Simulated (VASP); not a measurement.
Runs of VASP 6.6.1 on Ta. The structure is that of space group Im-3m (No. 229), or close to it. The cells are those of the table. 

```tsv
task	cell	k mesh	cutoff (eV)	gap on the mesh (eV)	pressure (GPa)
single point	a = 2.844 Å, angles 109.5°, 1 atom	13 × 13 × 13	520	none	0.2
single point	a = 2.918 Å, angles 109.5°, 1 atom	22 × 22 × 22	520	none	-13.9
single point	a = 2.844 Å, angles 109.5°, 1 atom	22 × 22 × 22	520	none	-0.1
single point	a = 2.953 Å, angles 109.5°, 1 atom	22 × 22 × 22	520	none	(a)
relaxation of cell and atoms	relaxed from a = 2.863 Å, angles 109.5°, 1 atom	13 × 13 × 13	600	none	-0.1
```

Alike in all rows: level PBEsol; potentials or basis VASP PAW PBE potentials, release 64 (Ta_pv); no spin polarisation; smearing fermi-dirac 0.1 eV.

Question: Estimate the missing entries.

Answer: (a) -19.1.

Caveats: the PAW data sets were made with another functional, which shifts forces and pressure a little; spin-orbit coupling is left out, which moves the levels of the heavy elements.

A k mesh can miss the band edges, and the runs leave out spin-orbit coupling on Ta.

A gap of «none» marks levels without a gap at the run's occupations.
